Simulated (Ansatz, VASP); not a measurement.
**Al2O3 in VASP and in Ansatz**

Contents of INCAR:

```
ALGO     = Normal         # electronic algorithm
EDIFF    = 1E-6           # SCF threshold, eV
ENCUT    = 520            # plane-wave cutoff, eV
GGA      = CA             # functional
ISIF     = 2              # what is computed and relaxed
ISMEAR   = 0              # smearing method
LASPH    = True           # aspherical terms in the spheres
LCHARG   = True           # write CHGCAR
LELF     = True           # ELF
LREAL    = False          # projectors in reciprocal space
LVHAR    = True         
LWAVE    = False          # write WAVECAR
NBANDS   = 20             # bands
NELM     = 60             # most SCF steps
PREC     = Accurate       # precision mode
SIGMA    = 0.05           # smearing width, eV
```

File KPOINTS:

```
k-points
0
Gamma
  12 12 4
```

File POSCAR:

```
Al2O3
1.0
    2.9275898225      0.0000000000      0.0000000000
   -1.4637949113      2.5353671582      0.0000000000
    0.0000000000      0.0000000000      9.6168570938
Al O
2 3
Direct
    0.0000000000      0.0000000000      0.1499923300
    0.0000000000      0.0000000000      0.8500076700
    0.3333333333      0.6666666667      0.2223169200
    0.6666666667      0.3333333333      0.0000000000
    0.3333333333      0.6666666667      0.7776830800
```

Input for Ansatz:

```yaml
crystal:
  lattice:
    - [2.9275898225, 0.0, 0.0]
    - [-1.4637949113, 2.5353671582, 0.0]
    - [0.0, 0.0, 9.6168570938]
  atoms:
    - { symbol: Al, position: [0.0, 0.0, 0.14999233] }
    - { symbol: Al, position: [0.0, 0.0, 0.85000767] }
    - { symbol: O, position: [0.3333333333, 0.6666666667, 0.22231692] }
    - { symbol: O, position: [0.6666666667, 0.3333333333, 0.0] }
    - { symbol: O, position: [0.3333333333, 0.6666666667, 0.77768308] }
basis:
  ecutwfc: 420
kpoints:
  mp_grid: { grid: [12, 12, 4] }
hamiltonian:
  xc: lda
scf:
  occupations: { method: gaussian, width: 0.05 }
output:
  forces: true
  stress: true
  eigenvalues: true
```

Change from the starting cell: strain +0.015 along x and y, +0.030 along z, atoms carried along.

Alike in both runs: task single point; functional LDA; k mesh 12 × 12 × 4; occupations gaussian, width 0.05 eV; no spin polarisation.

```csv
,VASP,Ansatz
version,VASP 6.6.1,Ansatz 0.2.0
potentials or method,"VASP PAW LDA potentials, release 64 (Al, O), cutoff 520 eV","scalar-relativistic, plane waves, PAW"
valence electrons in the cell,24,24
```

|  | VASP | Ansatz | Ansatz less VASP |
| --- | --- | --- | --- |
| gap on the k mesh at the Fermi level (eV) | 4.36 | 4.38 | +0.019 |
| least direct gap on the mesh (eV) | 4.58 | 4.60 | +0.015 |
| pressure (GPa) | -12.7 | -13.1 | -0.45 |
| traceless stress, the component that is largest in VASP (GPa) | 1.66 | 2.08 | +0.413 |
| rms of the force components (eV/Å) | 0.416 | 0.423 | +0.0068 |

LDA's correlation is that of Perdew and Zunger in VASP and of Perdew and Wang (1992) in Ansatz. Atom by atom the forces differ by 0.007 eV/Å (rms over components).
